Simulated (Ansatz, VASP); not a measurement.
**One calculation of PbF2, two programs**

The input POSCAR:

```
PbF2
1.0
    0.0000000000      2.8188439444      2.8188439444
    2.8188439444      0.0000000000      2.8188439444
    2.8188439444      2.8188439444      0.0000000000
Pb F
1 2
Direct
    0.0000000000      0.0000000000      0.0000000000
    0.2500000000      0.2500000000      0.2500000000
    0.7500000000      0.7500000000      0.7500000000
```

INCAR.step1

```
SYSTEM = PbF2
PREC = Accurate
ENCUT = 660
ISMEAR = 0
SIGMA = 0.01
LREAL = .False.
LASPH = .True.
NELM = 120
NBANDS = 21
GGA = PE
ALGO = Normal
EDIFF = 1E-5
LWAVE = .True.
LCHARG = .False.
GGA_COMPAT = .False.
```

File INCAR.step2:

```
SYSTEM = PbF2
PREC = Accurate
ENCUT = 660
EDIFF = 1E-6
ISMEAR = 0
SIGMA = 0.01
LREAL = .False.
LASPH = .True.
NELM = 120
ALGO = Normal
ISIF = 2
LWAVE = .False.
LCHARG = .False.
METAGGA = R2SCAN
LMIXTAU = .True.
NBANDS = 21
ISTART = 1
GGA_COMPAT = .False.
```

Contents of KPOINTS:

```
Automatic mesh
0
Gamma
  8 8 8
  0 0 0
```

Input for Ansatz:

```yaml
crystal:
  lattice:
    - [0.0, 2.8188439444, 2.8188439444]
    - [2.8188439444, 0.0, 2.8188439444]
    - [2.8188439444, 2.8188439444, 0.0]
  atoms:
    - { symbol: Pb, position: [0.0, 0.0, 0.0] }
    - { symbol: F, position: [0.25, 0.25, 0.25] }
    - { symbol: F, position: [0.75, 0.75, 0.75] }
kpoints:
  mp_grid: { grid: [8, 8, 8] }
  band_path:
    path:
      - [0.0, 0.0, 0.0]
      - [0.5, 0.0, 0.5]
      - [0.625, 0.25, 0.625]
      - [0.375, 0.375, 0.75]
      - [0.5, 0.5, 0.5]
      - [0.5, 0.25, 0.75]
      - [0.25, -0.5, -0.25]
      - [0.0, 0.460937, 0.460938]
    npoints: 1
hamiltonian:
  xc: r2scan
scf:
  occupations: { method: fixed }
  n_extra_bands: 4
output:
  forces: true
  stress: true
  eigenvalues: true
```

Change from the starting cell: hydrostatic strain -4.3%.

Alike in both runs: task single point; functional r2SCAN; k mesh 8 × 8 × 8; no spin polarisation.

```csv
,VASP,Ansatz
version,VASP 6.6.1,Ansatz 0.2.0
potentials or method,"VASP PAW PBE potentials, release 64 (Pb_d, F)","plane waves, PAW"
plane-wave cutoff (eV),660,500
occupations,"gaussian, width 0.01 eV",fixed
valence electrons in the cell,28,28
```

```tsv
	VASP	Ansatz	Ansatz less VASP
gap on the k mesh at the Fermi level (eV)	4.80	4.79	-0.005
pressure (GPa)	16.1	16.1	+0.03
```

VASP's potentials were made for PBE, not for r2SCAN.

Neither program's run includes spin-orbit coupling.
